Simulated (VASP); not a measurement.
# BN (F-43m) in VASP: a series of runs

The runs below take BN through single point, with PBEsol.

All numbers are computed with VASP 6.6.1; they aren't measurements. Logs are shortened: lines on timing, memory, paths and dates and some standing lists are left out, and cuts for length are marked.

## (1) The cell of the first run

The structure is cubic, space group F-43m (No. 216). The conventional cell has a = 4.008 Å, b = 4.008 Å, c = 4.008 Å, α = 90.00°, β = 90.00°, γ = 90.00°. B (site symmetry -43m) has 4 N at 1.74 Å within 2.3 Å. Within 2.3 Å of N (site symmetry -43m) lie 4 B at 1.74 Å.

## (2) Single point, PBEsol (Ga replaced by B, lengths x 0.882, strained)

File INCAR:

```
SYSTEM = BN
ALGO = Normal
EDIFF = 1E-6
ENCUT = 520
GGA = PS
ISIF = 2
ISMEAR = 0
LASPH = .TRUE.
LCHARG = .TRUE.
LELF = .TRUE.
LREAL = .FALSE.
LVHAR = .TRUE.
LWAVE = .FALSE.
NBANDS = 11
NELM = 60
PREC = Accurate
SIGMA = 0.02
```

File KPOINTS:

```
k-points
0
G
  10 10 10
  0 0 0
```

File POSCAR:

```
BN
1.0
    0.0000000000      2.0040367592      2.0040367592
    2.0040367592      0.0000000000      2.0040367592
    2.0040367592      2.0040367592      0.0000000000
B N
1 1
Direct
    0.0000000000      0.0000000000      0.0000000000
    0.7500000000      0.7500000000      0.7500000000
```

Potentials or basis: VASP PAW PBE potentials, release 64 (B, N).

Launch:

```
> cat potpaw_PBE.64/B/POTCAR potpaw_PBE.64/N/POTCAR > POTCAR
> mpirun -np 1 vasp_std > vasp.out
```

OUTCAR:

```text
SYSTEM = BN
   EDIFF = 1E-6
   ENCUT = 520
   GGA = PS
   ISIF = 2
   ISMEAR = 0
   LASPH = .TRUE.
   LREAL = .FALSE.
   NELM = 60
   PREC = Accurate

 ion  position               nearest neighbor table
   1  0.000  0.000  0.000-   2 1.74   2 1.74   2 1.74   2 1.74
   2  0.750  0.750  0.750-   1 1.74   1 1.74   1 1.74   1 1.74

  LATTYP: Found a face centered cubic cell.
 ALAT       =     4.0080735184

  Lattice vectors:

 A1 = (   0.0000000000,   2.0040367592,   2.0040367592)
 A2 = (   2.0040367592,   0.0000000000,   2.0040367592)
 A3 = (   2.0040367592,   2.0040367592,   0.0000000000)

Analysis of symmetry for initial positions (statically):
=====================================================================
 Subroutine PRICEL returns:
 Original cell was already a primitive cell.

 Routine SETGRP: Setting up the symmetry group for a
 face centered cubic supercell.

 Subroutine GETGRP returns: Found 24 space group operations
 (whereof 24 operations were pure point group operations)
 out of a pool of 48 trial point group operations.

The static configuration has the point symmetry T_d .

Analysis of symmetry for dynamics (positions and initial velocities):
=====================================================================
 Subroutine PRICEL returns:
 Original cell was already a primitive cell.

 Routine SETGRP: Setting up the symmetry group for a
 face centered cubic supercell.

 Subroutine GETGRP returns: Found 24 space group operations
 (whereof 24 operations were pure point group operations)
 out of a pool of 48 trial point group operations.

The dynamic configuration has the point symmetry T_d .

 Subroutine INISYM returns: Found 24 space group operations
 (whereof 24 operations are pure point group operations),
 and found     1 'primitive' translations

----------------------------------------------------------------------------------------

                                     Primitive cell

  volume of cell :      16.0971

  direct lattice vectors                    reciprocal lattice vectors
     0.000000000  2.004036759  2.004036759    -0.249496422  0.249496422  0.249496422
     2.004036759  0.000000000  2.004036759     0.249496422 -0.249496422  0.249496422
     2.004036759  2.004036759  0.000000000     0.249496422  0.249496422 -0.249496422

  length of vectors
     2.834135964  2.834135964  2.834135964     0.432140478  0.432140478  0.432140478

  position of ions in fractional coordinates (direct lattice)
     0.000000000  0.000000000  0.000000000
     0.750000000  0.750000000  0.750000000

  ion indices of the primitive-cell ions
   primitive index   ion index
                 1           1
                 2           2

----------------------------------------------------------------------------------------

 KPOINTS: k-points

Automatic generation of k-mesh.
 Grid dimensions read from file:
 generate k-points for:   10   10   10

 Generating k-lattice:

  Cartesian coordinates                     Fractional coordinates (reciprocal lattice)
    -0.024949642  0.024949642  0.024949642     0.100000000  0.000000000  0.000000000
     0.024949642 -0.024949642  0.024949642     0.000000000  0.100000000  0.000000000
     0.024949642  0.024949642 -0.024949642     0.000000000  0.000000000  0.100000000

  Length of vectors
     0.043214048  0.043214048  0.043214048

  Shift w.r.t. Gamma in fractional coordinates (k-lattice)
     0.000000000  0.000000000  0.000000000

 Subroutine IBZKPT returns following result:
 ===========================================

 Found     47 irreducible k-points:

 Following reciprocal coordinates:
            Coordinates               Weight
  0.000000  0.000000  0.000000      1.000000
  0.100000  0.000000  0.000000      8.000000
  0.200000  0.000000  0.000000      8.000000
  0.300000  0.000000  0.000000      8.000000
  0.400000  0.000000  0.000000      8.000000
  0.500000  0.000000  0.000000      4.000000
[... 16 lines left out ...]
  0.300000  0.300000  0.000000      6.000000
  0.400000  0.300000  0.000000     24.000000
 [... further k-points ...]
   k-points           NKPTS =     47   k-points in BZ     NKDIM =     47   number of bands    NBANDS=     11
   number of dos      NEDOS =    301   number of ions     NIONS =      2
   total plane-waves  NPLWV =  13824
   dimension x,y,z NGX =    24 NGY =   24 NGZ =   24
   dimension x,y,z NGXF=    48 NGYF=   48 NGZF=   48
   ions per type =               1   1
   NGX,Y,Z   is equivalent  to a cutoff of  14.08, 14.08, 14.08 a.u.
   NGXF,Y,Z  is equivalent  to a cutoff of  28.16, 28.16, 28.16 a.u.
 SYSTEM =  BN
   PREC   = accura    normal or accurate (medium, high low for compatibility)
   ISTART =      0    job   : 0-new  1-cont  2-samecut
   ICHARG =      2    charge: 1-file 2-atom 10-const
   ISPIN  =      1    spin polarized calculation?
   LNONCOLLINEAR =      F non collinear calculations
   LSORBIT =      F    spin-orbit coupling
   LASPH  =      T    aspherical Exc in radial PAW
   ENCUT  =  520.0 eV  38.22 Ry    6.18 a.u.   5.27  5.27  5.27*2*pi/ulx,y,z
   NELM   =     60;   NELMIN=  2; NELMDL= -5     # of ELM steps
   EDIFF  = 0.1E-05   stopping-criterion for ELM
   LREAL  =      F    real-space projection
   EDIFFG = 0.1E-04   stopping-criterion for IOM
   NSW    =      0    number of steps for IOM
   IBRION =     -1    ionic relax: 0-MD 1-quasi-New 2-CG
   NFREE  =      0    steps in history (QN), initial steepest desc. (CG)
   ISIF   =      2    stress and relaxation
   ISYM   =      2    0-nonsym 1-usesym 2-fastsym
   POTIM  = 0.5000    time-step for ionic-motion
   TEBEG  =    0.0;   TEEND  =   0.0 temperature during run
   PSTRESS=    0.0 pullay stress
   NELECT =       8.0000    total number of electrons
   NUPDOWN=      -1.0000    fix difference up-down
   EMIN   =  10.00;   EMAX   =-10.00  energy-range for DOS
   EFERMI =   0.00;   METHOD = LEGACY
   ISMEAR =     0;   SIGMA  =   0.02  broadening in eV -4-tet -1-fermi 0-gaus
   EFERMI_NEDOS =   21; number of points for ismear=-14 and -15
   IALGO  =     38    algorithm
   IMIX   =      4    mixing-type and parameters
     AMIX     =   0.40;   BMIX     =  1.00
     AMIX_MAG =   1.60;   BMIX_MAG =  1.00
  volume/ion in A,a.u.               =       8.05        54.31
  Fermi-wavevector in a.u.,A,eV,Ry     =   1.296749  2.450500 22.878974  1.681557
  Thomas-Fermi vector in A             =   2.428185
   LORBIT       =      0    0 simple, 1 ext, 2 COOP (PROOUT), +10 PAW based schemes
   GGA     = PS    functional components
   LHFCALC =     F    Hartree Fock is set to
   AEXX    =    0.0000 exact exchange contribution
   IVDW    =     0    specifies the selected vdW correction
   LEPSILON=     F    determine dielectric tensor
   LRPA    =     F    only Hartree local field effects (RPA)
 non-spin polarized calculation
 Gauss-broadening in eV      SIGMA  =   0.02
  energy-cutoff  :      520.00
  volume of cell :       16.10
 maximum number of plane-waves:       444
 NGX is ok and might be reduce to    24
   NGX = 11   NGY = 11   NGZ = 11

 number of electron       7.9999999 magnetization

 Free energy of the ion-electron system (eV)
  ---------------------------------------------------
  ext. energy  EPLUGINS =         0.00000000
  ---------------------------------------------------
  free energy    TOTEN  =       -17.17218730 eV

  energy without entropy =      -17.17218730  energy(sigma->0) =      -17.17218730

 E-fermi :   4.1793     XC(G=0): -11.5653

 val. band max:        3.9950532911   @ k =   0.0000   0.0000   0.0000
 cond. band min:       7.8918664764   @ k =   0.5000   0.5000   0.0000
 fundamental gap:      3.8968131853
 Fermi energy:         4.1792900899

 k-point     1 :       0.0000    0.0000    0.0000
  band No.  band energies     occupation
      1     -13.1431      2.00000
      2       3.9951      2.00000
      3       3.9951      2.00000
      4       3.9951      2.00000
      5       9.7355      0.00000
      6      11.3299      0.00000
      7      11.3299      0.00000
      8      11.3299      0.00000
      9      23.2546      0.00000
     10      28.1702      0.00000
     11      28.1702      0.00000

 k-point     2 :       0.1000    0.0000    0.0000
  band No.  band energies     occupation
      1     -12.9577      2.00000
      2       2.9070      2.00000
      3       3.8133      2.00000
      4       3.8133      2.00000
      5      10.1189      0.00000
      6      11.6014      0.00000
      7      11.6014      0.00000
      8      11.8259      0.00000
      9      23.4199      0.00000
     10      26.0388      0.00000
     11      26.0388      0.00000

 k-point     3 :       0.2000    0.0000    0.0000
  band No.  band energies     occupation
      1     -12.4177      2.00000
      2       0.7035      2.00000
      3       3.3968      2.00000
      4       3.3968      2.00000
      5      10.3738      0.00000
      6      12.1887      0.00000
      7      12.1887      0.00000
      8      13.1964      0.00000
      9      23.5348      0.00000
     10      24.8217      0.00000
     11      24.8217      0.00000

 k-point     4 :       0.3000    0.0000    0.0000
  band No.  band energies     occupation
      1     -11.5906      2.00000
      2      -1.6010      2.00000
      3       2.9656      2.00000
      4       2.9656      2.00000
      5      10.4344      0.00000
      6      12.6749      0.00000
      7      12.6749      0.00000
      8      14.6228      0.00000
      9      23.2644      0.00000
     10      24.8310      0.00000
     11      24.8310      0.00000

 k-point     5 :       0.4000    0.0000    0.0000
  band No.  band energies     occupation
      1     -10.6769      2.00000
      2      -3.4802      2.00000
      3       2.6641      2.00000
      4       2.6641      2.00000
      5      10.4472      0.00000
      6      12.8827      0.00000
      7      12.8827      0.00000
      8      15.6320      0.00000
      9      23.1983      0.00000
     10      25.5292      0.00000
     11      25.7980      0.00000
[... 211 lines left out ...]
 k-point    21 :      -0.3000    0.2000    0.0000
  band No.  band energies     occupation
      1     -10.4647      2.00000
      2      -2.5127      2.00000
      3       0.1555      2.00000
      4       2.4683      2.00000
      5      11.5843      0.00000
      6      13.2957      0.00000
      7      13.6785      0.00000
      8      15.0240      0.00000
      9      21.8787      0.00000
     10      23.6964      0.00000
     11      25.2536      0.00000

 k-point    22 :      -0.2000    0.2000    0.0000
  band No.  band energies     occupation
      1     -11.3156      2.00000
      2      -1.0957      2.00000
      3       0.7793      2.00000
      4       3.0358      2.00000
      5      11.6721      0.00000
      6      12.9060      0.00000
      7      12.9481      0.00000
      8      14.1771      0.00000
      9      22.6323      0.00000
     10      22.9214      0.00000
     11      25.2212      0.00000

 k-point    23 :       0.3000    0.3000    0.0000
  band No.  band energies     occupation
      1     -11.0802      2.00000
      2      -0.6414      2.00000
      3       1.3295      2.00000
      4       1.3295      2.00000
      5       9.0453      0.00000
      6      12.1744      0.00000
      7      15.4774      0.00000
      8      15.4774      0.00000
      9      19.0898      0.00000
     10      25.4611      0.00000
     11      31.5025      0.00000

 k-point    24 :       0.4000    0.3000    0.0000
  band No.  band energies     occupation
      1     -10.3808      2.00000
      2      -1.7490      2.00000
      3       0.6464      2.00000
      4       1.0186      2.00000
      5       9.0651      0.00000
      6      12.2429      0.00000
      7      15.8902      0.00000
      8      16.0883      0.00000
      9      19.6223      0.00000
     10      25.3058      0.00000
     11      30.9417      0.00000

 [... further k-points ...]

------------------------ aborting loop because EDIFF is reached ----------------------------------------

  FORCE on cell =-STRESS in cart. coord.  units (eV):
  Direction    XX          YY          ZZ          XY          YZ          ZX
  --------------------------------------------------------------------------------------
  -------------------------------------------------------------------------------------
  Total       -6.7762853     -6.7762853     -6.7762853      0.0000000     -0.0000000     -0.0000000
  in kB     -674.4584827   -674.4584827   -674.4584827      0.0000000     -0.0000000     -0.0000000
  external PRESSURE =    -674.4584827 kB  Pullay stress =       0.0000000 kB

 VOLUME and BASIS-vectors are now :
 -----------------------------------------------------------------------------
  energy-cutoff  :      520.00
  volume of cell :       16.10
      direct lattice vectors                 reciprocal lattice vectors
     0.000000000  2.004036759  2.004036759    -0.249496422  0.249496422  0.249496422
     2.004036759  0.000000000  2.004036759     0.249496422 -0.249496422  0.249496422
     2.004036759  2.004036759  0.000000000     0.249496422  0.249496422 -0.249496422

 POSITION                                       TOTAL-FORCE (eV/Angst)
 -----------------------------------------------------------------------------------
      0.00000      0.00000      0.00000         0.000000      0.000000     -0.000000
      3.00606      3.00606      3.00606        -0.000000     -0.000000      0.000000
 -----------------------------------------------------------------------------------
    total drift:                               -0.000000     -0.000000     -0.000000

  FREE ENERGIE OF THE ION-ELECTRON SYSTEM (eV)
  ---------------------------------------------------
  free  energy   TOTEN  =       -17.1721872980 eV

  energy  without entropy=      -17.1721872980  energy(sigma->0) =      -17.17218730
```

Run time: 6.7 s. Hardware: 1 thread of Intel Xeon Platinum 8259CL at 2.50GHz (Skylake/Cascade Lake), shared host; peak memory 0.13 GiB.

Results:

| Quantity | Value |
| --- | --- |
| Free energy | -17.1722 eV |
| Pressure | -67.4 GPa |
| Band gap on the k mesh | 3.90 eV, indirect (least direct gap 5.74 eV) |

Levels at points of the mesh, in eV from the valence-band top:
```tsv
k point	band 1	band 2	band 3	band 4	band 5	band 6	band 7	band 8
(0.00, 0.00, 0.00)	-17.14	0.00	0.00	0.00	5.74	7.33	7.33	7.33
(0.50, 0.00, 0.00)	-14.20	-8.28	-1.44	-1.44	6.45	8.93	8.93	12.00
(0.50, 0.50, 0.00)	-13.22	-7.21	-3.60	-3.60	3.90	7.30	13.62	13.62
```

Caveat: the cell differs from its parent crystal (Ga replaced by B, lengths x 0.882, strained); the PAW data sets were made with another functional, which shifts forces and pressure a little.

## (3) Single point, PBEsol (Ga replaced by B, lengths x 0.882, strained)

File INCAR:

```
PREC = Accurate
ENCUT = 600
EDIFF = 1E-6
ISMEAR = 0
SIGMA = 0.1
LREAL = False
LASPH = True
NELM = 120
ALGO = Normal
ISIF = 2
LWAVE = False
LCHARG = True
GGA = PS
LELF = True
LVHAR = True
NBANDS = 11
GGA_COMPAT = False
```

File KPOINTS:

```
Automatic mesh
0
Gamma
  8 8 8
```

File POSCAR:

```
BN
1.0
    0.0000000000      1.9663578554      1.9663578554
    1.9663578554      0.0000000000      1.9663578554
    1.9663578554      1.9663578554      0.0000000000
B N
1 1
Direct
    0.0000000000      0.0000000000      0.0000000000
    0.7500000000      0.7500000000      0.7500000000
```

Potentials or basis: VASP PAW PBE potentials, release 64 (B, N).

Launch:

```
> cat potpaw_PBE.64/B/POTCAR potpaw_PBE.64/N/POTCAR > POTCAR
> mpirun -np 1 vasp_std > vasp.out
```

OUTCAR:

```text
PREC = Accurate
   ENCUT = 600
   EDIFF = 1E-6
   ISMEAR = 0
   LREAL = False
   LASPH = True
   NELM = 120
   ISIF = 2
   GGA = PS

 ion  position               nearest neighbor table
   1  0.000  0.000  0.000-   2 1.70   2 1.70   2 1.70   2 1.70
   2  0.750  0.750  0.750-   1 1.70   1 1.70   1 1.70   1 1.70

  LATTYP: Found a face centered cubic cell.
 ALAT       =     3.9327157108

  Lattice vectors:

 A1 = (   0.0000000000,   1.9663578554,   1.9663578554)
[... 522 lines left out ...]

------------------------ aborting loop because EDIFF is reached ----------------------------------------

  FORCE on cell =-STRESS in cart. coord.  units (eV):
  Direction    XX          YY          ZZ          XY          YZ          ZX
  --------------------------------------------------------------------------------------
  -------------------------------------------------------------------------------------
  Total       -5.8772924     -5.8772924     -5.8772924      0.0000000      0.0000000      0.0000000
  in kB     -619.2559790   -619.2559790   -619.2559790      0.0000000      0.0000000      0.0000000
  external PRESSURE =    -619.2559790 kB  Pullay stress =       0.0000000 kB

 VOLUME and BASIS-vectors are now :
 -----------------------------------------------------------------------------
  energy-cutoff  :      600.00
  volume of cell :       15.21
      direct lattice vectors                 reciprocal lattice vectors
     0.000000000  1.966357855  1.966357855    -0.254277215  0.254277215  0.254277215
     1.966357855  0.000000000  1.966357855     0.254277215 -0.254277215  0.254277215
     1.966357855  1.966357855  0.000000000     0.254277215  0.254277215 -0.254277215

 POSITION                                       TOTAL-FORCE (eV/Angst)
 -----------------------------------------------------------------------------------
      0.00000      0.00000      0.00000         0.000000      0.000000      0.000000
      2.94954      2.94954      2.94954        -0.000000     -0.000000      0.000000
 -----------------------------------------------------------------------------------
    total drift:                               -0.000000     -0.000000     -0.000000

  FREE ENERGIE OF THE ION-ELECTRON SYSTEM (eV)
  ---------------------------------------------------
  free  energy   TOTEN  =       -17.5338687485 eV

  energy  without entropy=      -17.5338687485  energy(sigma->0) =      -17.53386875
```

Wall time 5.7 s (1 thread of Intel Xeon 6975P-C, shared host); peak memory 0.13 GiB.

What came out:

| Property | Result |
| --- | --- |
| Free energy | -17.5339 eV |
| Pressure | -61.9 GPa |
| Band gap on the k mesh | 3.98 eV, indirect (least direct gap 6.50 eV) |

Caveat: the cell differs from its parent crystal (Ga replaced by B, lengths x 0.882, strained); the PAW data sets were made with another functional, which shifts forces and pressure a little. A k mesh can miss the band edges.

## (4) Single point, PBEsol (Ga replaced by B, lengths x 0.882, strained)

File INCAR:

```
PREC = Accurate
ENCUT = 600
EDIFF = 1E-6
ISMEAR = 0
SIGMA = 0.02
LREAL = F
LASPH = T
NELM = 120
ALGO = Normal
ISIF = 2
LWAVE = F
LCHARG = F
GGA = PS
NBANDS = 11
GGA_COMPAT = F
```

File KPOINTS:

```
regular mesh
0
Gamma
  10 10 10
```

POSCAR is that of step 3.

Launch:

```
> cat potpaw_PBE.64/B/POTCAR potpaw_PBE.64/N/POTCAR > POTCAR
> mpirun -np 1 vasp_std > vasp.out
```

Run time: 6.6 s. Hardware: 1 thread of Intel Xeon 6975P-C, shared host; peak memory 0.13 GiB.

The run converged. Its results:

```
Free energy            : -17.5340 eV
Pressure               : -61.9 GPa
Band gap on the k mesh : 3.98 eV, indirect (least direct gap 6.50 eV)
```

Levels at points of the mesh, in eV from the valence-band top:
```csv
k point,band 1,band 2,band 3,band 4,band 5,band 6,band 7,band 8
"(0.00, 0.00, 0.00)",-17.65,0.00,0.00,0.00,6.50,7.59,7.59,7.59
"(0.50, 0.00, 0.00)",-14.49,-8.69,-1.52,-1.52,7.06,9.24,9.24,12.55
"(0.50, 0.50, 0.00)",-13.44,-7.49,-3.82,-3.82,3.98,7.64,14.33,14.33
```

Caveat: the cell differs from its parent crystal (Ga replaced by B, lengths x 0.882, strained); the PAW data sets were made with another functional, which shifts forces and pressure a little. A k mesh can miss the band edges.

## (5) The runs side by side

```tsv
cell	k mesh	cutoff (eV)	smearing	gap on the mesh (eV)	pressure (GPa)
a = 2.834 Å, angles 60.0°, 2 atoms	10 × 10 × 10	520	gaussian 0.02 eV	3.90	-67.4
a = 2.781 Å, angles 60.0°, 2 atoms	8 × 8 × 8	600	gaussian 0.1 eV	3.98	-61.9
a = 2.781 Å, angles 60.0°, 2 atoms	10 × 10 × 10	600	gaussian 0.02 eV	3.98	-61.9
```

Alike in all rows: task single point; level PBEsol; potentials or basis VASP PAW PBE potentials, release 64 (B, N); no spin polarisation.

Caveats: the PAW data sets were made with another functional, which shifts forces and pressure a little.

Total energies depend on the potentials used, so only differences within one code and one set of settings carry meaning.
